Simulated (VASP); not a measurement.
# TiAl6Ni5 (P4/mmm) in VASP: relaxation of cell and atoms with PBE

Aim: the relaxation of cell and atoms of TiAl6Ni5 with PBE.

Everything below comes from runs of VASP 6.6.1. Logs are shortened: lines on timing, memory, paths and dates and some standing lists are left out, and cuts for length are marked.

### Step 1. The cell of the first run

It takes space group P4/mmm (No. 123, tetragonal). The conventional cell has a = 4.096 Å, b = 4.096 Å, c = 9.180 Å, α = 90.00°, β = 90.00°, γ = 90.00°. Ti (site symmetry 4/mmm) has 8 Al at 2.67 Å and 6 Ni at 2.90 to 3.11 Å within 3.5 Å. Within 3.3 Å of Al (site symmetry mmm) lie 8 Ni at 2.48 to 2.53 Å and 6 Al at 2.88 to 2.90 Å. Al (site symmetry 2mm) has 6 Ni at 2.48 to 2.67 Å and 2 Ti at 2.67 Å and 6 Al at 2.88 to 3.43 Å within 3.5 Å. Ni (site symmetry 4mm) has 8 Al at 2.48 to 2.53 Å and 5 Ni at 2.90 to 2.96 Å and 1 Ti at 3.11 Å within 3.3 Å. Ni (site symmetry 4mm) has 8 Al at 2.48 to 2.52 Å and 6 Ni at 2.81 to 3.18 Å within 3.3 Å. Ni (site symmetry 4/mmm) has 8 Al at 2.67 Å and 4 Ti at 2.90 Å and 2 Ni at 3.18 Å within 3.5 Å.

### Step 2. Relaxation of cell and atoms, PBE

File INCAR:

```
SYSTEM = TiAl6Ni5
ALGO = Fast
EDIFF = 1E-6
EDIFFG = -0.01
ENCUT = 600
GGA = PE
IBRION = 2
ISIF = 3
ISMEAR = 0
LASPH = .True.
LCHARG = .False.
LREAL = .False.
LWAVE = .False.
NELM = 80
NSW = 100
PREC = Accurate
SIGMA = 0.1
```

File KPOINTS:

```
k-points
0
Gamma
  10 10 4
  0 0 0
```

File POSCAR:

```
TiAl6Ni5
1.0
    4.0955001336      0.0000000000      0.0000000000
    0.0000000000      4.0955001336      0.0000000000
    0.0000000000      0.0000000000      9.1799751514
Ti Al Ni
1 6 5
Direct
    0.5000000000      0.5000000000      0.5000000000
    0.0000000000      0.5000000000      0.0000000000
    0.5000000000      0.0000000000      0.0000000000
    0.0000000000      0.5000000000      0.3132973607
    0.5000000000      0.0000000000      0.3132973607
    0.0000000000      0.5000000000      0.6867026393
    0.5000000000      0.0000000000      0.6867026393
    0.5000000000      0.5000000000      0.1612422057
    0.0000000000      0.0000000000      0.1530653481
    0.0000000000      0.0000000000      0.5000000000
    0.5000000000      0.5000000000      0.8387577943
    0.0000000000      0.0000000000      0.8469346519
```

Potentials or basis: VASP PAW PBE potentials, release 64 (Ti_sv, Al, Ni).

Run with:

```sh
> cat potpaw_PBE.64/Ti_sv/POTCAR potpaw_PBE.64/Al/POTCAR potpaw_PBE.64/Ni/POTCAR > POTCAR
> mpirun -np 1 vasp_std > vasp.out
```

OUTCAR:

```text
SYSTEM = TiAl6Ni5
   EDIFF = 1E-6
   EDIFFG = -0.01
   ENCUT = 600
   GGA = PE
   IBRION = 2
   ISIF = 3
   ISMEAR = 0
   LASPH = .True.
   LREAL = .False.
   NELM = 80
   NSW = 100
   PREC = Accurate

 ion  position               nearest neighbor table
   1  0.500  0.500  0.500-   4 2.67   5 2.67   6 2.67   7 2.67   5 2.67   7 2.67   4 2.67   6 2.67
                            10 2.90  10 2.90  10 2.90  10 2.90
   2  0.000  0.500  0.000-   9 2.48  12 2.48   9 2.48  12 2.48  11 2.53   8 2.53   8 2.53  11 2.53
                             4 2.88   6 2.88   3 2.90   3 2.90   3 2.90   3 2.90
   3  0.500  0.000  0.000-   9 2.48  12 2.48   9 2.48  12 2.48   8 2.53  11 2.53  11 2.53   8 2.53
                             5 2.88   7 2.88   2 2.90   2 2.90   2 2.90   2 2.90
   4  0.000  0.500  0.313-   8 2.48   8 2.48   9 2.52   9 2.52   1 2.67  10 2.67   1 2.67  10 2.67
                             2 2.88   5 2.90   5 2.90   5 2.90   5 2.90
   5  0.500  0.000  0.313-   8 2.48   8 2.48   9 2.52   9 2.52   1 2.67   1 2.67  10 2.67  10 2.67
                             3 2.88   4 2.90   4 2.90   4 2.90   4 2.90
   6  0.000  0.500  0.687-  11 2.48  11 2.48  12 2.52  12 2.52  10 2.67   1 2.67   1 2.67  10 2.67
                             2 2.88   7 2.90   7 2.90   7 2.90   7 2.90
   7  0.500  0.000  0.687-  11 2.48  11 2.48  12 2.52  12 2.52   1 2.67   1 2.67  10 2.67  10 2.67
                             3 2.88   6 2.90   6 2.90   6 2.90   6 2.90
   8  0.500  0.500  0.161-   4 2.48   5 2.48   5 2.48   4 2.48   3 2.53   2 2.53   2 2.53   3 2.53
                             9 2.90   9 2.90   9 2.90   9 2.90  11 2.96
   9  0.000  0.000  0.153-   2 2.48   3 2.48   2 2.48   3 2.48   4 2.52   4 2.52   5 2.52   5 2.52
                            12 2.81   8 2.90   8 2.90   8 2.90   8 2.90
  10  0.000  0.000  0.500-   4 2.67   5 2.67   6 2.67   7 2.67   4 2.67   6 2.67   5 2.67   7 2.67
                             1 2.90   1 2.90   1 2.90   1 2.90
  11  0.500  0.500  0.839-   6 2.48   7 2.48   7 2.48   6 2.48   3 2.53   2 2.53   2 2.53   3 2.53
                            12 2.90  12 2.90  12 2.90  12 2.90   8 2.96
  12  0.000  0.000  0.847-   2 2.48   3 2.48   2 2.48   3 2.48   6 2.52   6 2.52   7 2.52   7 2.52
                             9 2.81  11 2.90  11 2.90  11 2.90  11 2.90

  LATTYP: Found a simple tetragonal cell.
 ALAT       =     4.0955001336
 C/A-ratio  =     2.2414784158

  Lattice vectors:

 A1 = (   4.0955001336,   0.0000000000,   0.0000000000)
 A2 = (   0.0000000000,   4.0955001336,   0.0000000000)
 A3 = (   0.0000000000,   0.0000000000,   9.1799751514)

Analysis of symmetry for initial positions (statically):
=====================================================================
 Subroutine PRICEL returns:
 Original cell was already a primitive cell.

 Routine SETGRP: Setting up the symmetry group for a
 simple tetragonal supercell.

 Subroutine GETGRP returns: Found 16 space group operations
 (whereof 16 operations were pure point group operations)
 out of a pool of 16 trial point group operations.

The static configuration has the point symmetry D_4h.

Analysis of symmetry for dynamics (positions and initial velocities):
=====================================================================
 Subroutine PRICEL returns:
 Original cell was already a primitive cell.

 Routine SETGRP: Setting up the symmetry group for a
 simple tetragonal supercell.

 Subroutine GETGRP returns: Found 16 space group operations
 (whereof 16 operations were pure point group operations)
 out of a pool of 16 trial point group operations.

The dynamic configuration has the point symmetry D_4h.

 Subroutine INISYM returns: Found 16 space group operations
 (whereof 16 operations are pure point group operations),
 and found     1 'primitive' translations

----------------------------------------------------------------------------------------

                                     Primitive cell

  volume of cell :     153.9768

  direct lattice vectors                    reciprocal lattice vectors
     4.095500134  0.000000000  0.000000000     0.244170423  0.000000000  0.000000000
     0.000000000  4.095500134  0.000000000     0.000000000  0.244170423  0.000000000
     0.000000000  0.000000000  9.179975151     0.000000000  0.000000000  0.108932757

  length of vectors
     4.095500134  4.095500134  9.179975151     0.244170423  0.244170423  0.108932757

  position of ions in fractional coordinates (direct lattice)
     0.500000000  0.500000000  0.500000000
     0.000000000  0.500000000  0.000000000
     0.500000000  0.000000000  0.000000000
     0.000000000  0.500000000  0.313297361
     0.500000000  0.000000000  0.313297361
     0.000000000  0.500000000  0.686702639
[... 30 lines left out ...]
 Generating k-lattice:

  Cartesian coordinates                     Fractional coordinates (reciprocal lattice)
     0.024417042  0.000000000  0.000000000     0.100000000  0.000000000  0.000000000
     0.000000000  0.024417042  0.000000000     0.000000000  0.100000000  0.000000000
     0.000000000  0.000000000  0.027233189     0.000000000  0.000000000  0.250000000

  Length of vectors
     0.024417042  0.024417042  0.027233189

  Shift w.r.t. Gamma in fractional coordinates (k-lattice)
     0.000000000  0.000000000  0.000000000

 Subroutine IBZKPT returns following result:
 ===========================================

 Found     63 irreducible k-points:

 Following reciprocal coordinates:
            Coordinates               Weight
  0.000000  0.000000  0.000000      1.000000
  0.100000  0.000000  0.000000      4.000000
  0.200000  0.000000  0.000000      4.000000
  0.300000  0.000000  0.000000      4.000000
  0.400000  0.000000  0.000000      4.000000
  0.500000  0.000000  0.000000      2.000000
[... 16 lines left out ...]
  0.100000  0.000000  0.250000      8.000000
  0.200000  0.000000  0.250000      8.000000
 [... further k-points ...]
   k-points           NKPTS =     63   k-points in BZ     NKDIM =     63   number of bands    NBANDS=     48
   number of dos      NEDOS =    301   number of ions     NIONS =     12
   total plane-waves  NPLWV = 103680
   dimension x,y,z NGX =    36 NGY =   36 NGZ =   80
   dimension x,y,z NGXF=    72 NGYF=   72 NGZF=  160
   ions per type =               1   6   5
   NGX,Y,Z   is equivalent  to a cutoff of  14.61, 14.61, 14.49 a.u.
   NGXF,Y,Z  is equivalent  to a cutoff of  29.23, 29.23, 28.98 a.u.
 SYSTEM =  TiAl6Ni5
   PREC   = accura    normal or accurate (medium, high low for compatibility)
   ISTART =      0    job   : 0-new  1-cont  2-samecut
   ICHARG =      2    charge: 1-file 2-atom 10-const
   ISPIN  =      1    spin polarized calculation?
   LNONCOLLINEAR =      F non collinear calculations
   LSORBIT =      F    spin-orbit coupling
   LASPH  =      T    aspherical Exc in radial PAW
   ENCUT  =  600.0 eV  44.10 Ry    6.64 a.u.   8.18  8.18 18.33*2*pi/ulx,y,z
   NELM   =     80;   NELMIN=  2; NELMDL= -5     # of ELM steps
   EDIFF  = 0.1E-05   stopping-criterion for ELM
   LREAL  =      F    real-space projection
   EDIFFG = -.1E-01   stopping-criterion for IOM
   NSW    =    100    number of steps for IOM
   IBRION =      2    ionic relax: 0-MD 1-quasi-New 2-CG
   NFREE  =      1    steps in history (QN), initial steepest desc. (CG)
   ISIF   =      3    stress and relaxation
   ISYM   =      2    0-nonsym 1-usesym 2-fastsym
   POTIM  = 0.5000    time-step for ionic-motion
   TEBEG  =    0.0;   TEEND  =   0.0 temperature during run
   PSTRESS=    0.0 pullay stress
   NELECT =      80.0000    total number of electrons
   NUPDOWN=      -1.0000    fix difference up-down
   EMIN   =  10.00;   EMAX   =-10.00  energy-range for DOS
   EFERMI =   0.00;   METHOD = LEGACY
   ISMEAR =     0;   SIGMA  =   0.10  broadening in eV -4-tet -1-fermi 0-gaus
   EFERMI_NEDOS =   21; number of points for ismear=-14 and -15
   IALGO  =     68    algorithm
   IMIX   =      4    mixing-type and parameters
     AMIX     =   0.40;   BMIX     =  1.00
     AMIX_MAG =   1.60;   BMIX_MAG =  1.00
  volume/ion in A,a.u.               =      12.83        86.59
  Fermi-wavevector in a.u.,A,eV,Ry     =   1.316092  2.487054 23.566638  1.732099
  Thomas-Fermi vector in A             =   2.446229
   LORBIT       =      0    0 simple, 1 ext, 2 COOP (PROOUT), +10 PAW based schemes
   GGA     = PE    functional components
   LHFCALC =     F    Hartree Fock is set to
   AEXX    =    0.0000 exact exchange contribution
   IVDW    =     0    specifies the selected vdW correction
   LEPSILON=     F    determine dielectric tensor
   LRPA    =     F    only Hartree local field effects (RPA)
 conjugate gradient relaxation of ions
 non-spin polarized calculation
 RMM-DIIS sequential band-by-band and
 Gauss-broadening in eV      SIGMA  =   0.10
  energy-cutoff  :      600.00
  volume of cell :      153.98
 maximum number of plane-waves:      5176
 NGX is ok and might be reduce to    36
   NGX = 17   NGY = 17   NGZ = 37

--------------------------------------- Ionic step        1  -------------------------------------------

 number of electron      80.0000040 magnetization

 Free energy of the ion-electron system (eV)
  ---------------------------------------------------
  ext. energy  EPLUGINS =         0.00000000
  ---------------------------------------------------
  free energy    TOTEN  =       -64.45447501 eV

  energy without entropy =      -64.42578344  energy(sigma->0) =      -64.44012922

------------------------ aborting loop because EDIFF is reached ----------------------------------------

  FORCE on cell =-STRESS in cart. coord.  units (eV):
  Direction    XX          YY          ZZ          XY          YZ          ZX
  --------------------------------------------------------------------------------------
  -------------------------------------------------------------------------------------
  Total       -0.2217718     -0.2217718      0.6019985      0.0000000     -0.0000000      0.0000000
  in kB       -2.3076050     -2.3076050      6.2639829      0.0000000     -0.0000000      0.0000000
  external PRESSURE =       0.5495910 kB  Pullay stress =       0.0000000 kB
[... 263 lines left out ...]
--------------------------------------- Ionic step        7  -------------------------------------------

 number of electron      80.0000035 magnetization

 Free energy of the ion-electron system (eV)
  ---------------------------------------------------
  ext. energy  EPLUGINS =         0.00000000
  ---------------------------------------------------
  free energy    TOTEN  =       -64.45828765 eV

  energy without entropy =      -64.42964158  energy(sigma->0) =      -64.44396462

 E-fermi :   9.5386     XC(G=0): -11.7737

 val. band max:        9.5345430626   @ k =   0.5000   0.3000   0.5000
 cond. band min:       9.5453755731   @ k =   0.2000   0.2000   0.5000
 fundamental gap:      0.0108325105
 Fermi energy:         9.5386027772

 k-point     1 :       0.0000    0.0000    0.0000
  band No.  band energies     occupation
      1     -47.0676      2.00000
      2     -23.3970      2.00000
      3     -23.3970      2.00000
      4     -23.3435      2.00000
      5      -1.2630      2.00000
      6       0.3958      2.00000
[... 1213 lines left out ...]
     47      12.4485      0.00000
     48      12.7889      0.00000

 [... further k-points ...]
[... 5 lines left out ...]
  --------------------------------------------------------------------------------------
  -------------------------------------------------------------------------------------
  Total        0.0697631      0.0697631      0.0929501      0.0000000      0.0000000      0.0000000
  in kB        0.7255770      0.7255770      0.9667351      0.0000000      0.0000000      0.0000000
  external PRESSURE =       0.8059631 kB  Pullay stress =       0.0000000 kB
[... 27 lines left out ...]
  FREE ENERGIE OF THE ION-ELECTRON SYSTEM (eV)
  ---------------------------------------------------
  free  energy   TOTEN  =       -64.4582876476 eV

  energy  without entropy=      -64.4296415837  energy(sigma->0) =      -64.44396462

 reached required accuracy - stopping structural energy minimisation
```

Run time: 56 min. Hardware: 1 thread of Oxide Virtual Turin-like, shared host; peak memory 0.63 GiB.

Results:

* Free energy: -64.4583 eV
* Relaxed volume: 12.84 Å³/atom
* Relaxed cell: a = 4.082 Å, b = 4.082 Å, c = 9.243 Å, α = 90.00°, β = 90.00°, γ = 90.00°
* Space group after relaxing (to 0.1 Å): P4/mmm (No. 123)
* Energy gained by relaxing: 0.3 meV/atom
* Ionic steps: 7
* Pressure after relaxing: 0.1 GPa
* Largest force after relaxing: 0.008 eV/Å
* Band gap on the k mesh: zero (bands 40 and 41 overlap by 1.38 eV)

Forces on the atoms (eV/Å):
```
Ti   0.000  0.000  0.000
Al   0.000  0.000  0.000
Al   0.000  0.000  0.000
Al   0.000  0.000 -0.004
Al   0.000  0.000 -0.004
Al   0.000  0.000  0.004
Al   0.000  0.000  0.004
Ni   0.000  0.000  0.000
Ni   0.000  0.000 -0.008
Ni   0.000  0.000  0.000
Ni   0.000  0.000  0.000
Ni   0.000  0.000  0.008
```

Step by step:
```
step  energy change (eV)  largest force (eV/Å)  pressure (GPa)  volume (Å³)
   1              0.0000                0.0648            0.05       153.98
   2             -0.0023                0.0348            0.02       154.07
   3             -0.0035                0.0125           -0.12       154.19
   4             -0.0036                0.0197           -0.15       154.22
   5             -0.0037                0.0105            0.14       153.90
   6             -0.0037                0.0135            0.07       154.00
   7             -0.0038                0.0077            0.08       154.05
```

Final structure:
```cif
data_structure
_symmetry_space_group_name_H-M 'P 1'
_symmetry_Int_Tables_number 1
_cell_length_a 4.0824
_cell_length_b 4.0824
_cell_length_c 9.2433
_cell_angle_alpha 90.000
_cell_angle_beta 90.000
_cell_angle_gamma 90.000
_cell_volume 154.05
loop_
_atom_site_label
_atom_site_type_symbol
_atom_site_fract_x
_atom_site_fract_y
_atom_site_fract_z
_atom_site_occupancy
Ti1 Ti 0.50000 0.50000 0.50000 1
Al1 Al 0.00000 0.50000 0.00000 1
Al2 Al 0.50000 0.00000 0.00000 1
Al3 Al 0.00000 0.50000 0.31383 1
Al4 Al 0.50000 0.00000 0.31383 1
Al5 Al 0.00000 0.50000 0.68617 1
Al6 Al 0.50000 0.00000 0.68617 1
Ni1 Ni 0.50000 0.50000 0.16044 1
Ni2 Ni 0.00000 0.00000 0.15325 1
Ni3 Ni 0.00000 0.00000 0.50000 1
Ni4 Ni 0.50000 0.50000 0.83956 1
Ni5 Ni 0.00000 0.00000 0.84675 1
```

Spin polarisation is off, so any magnetic state and its effect on volume and gap are missing.
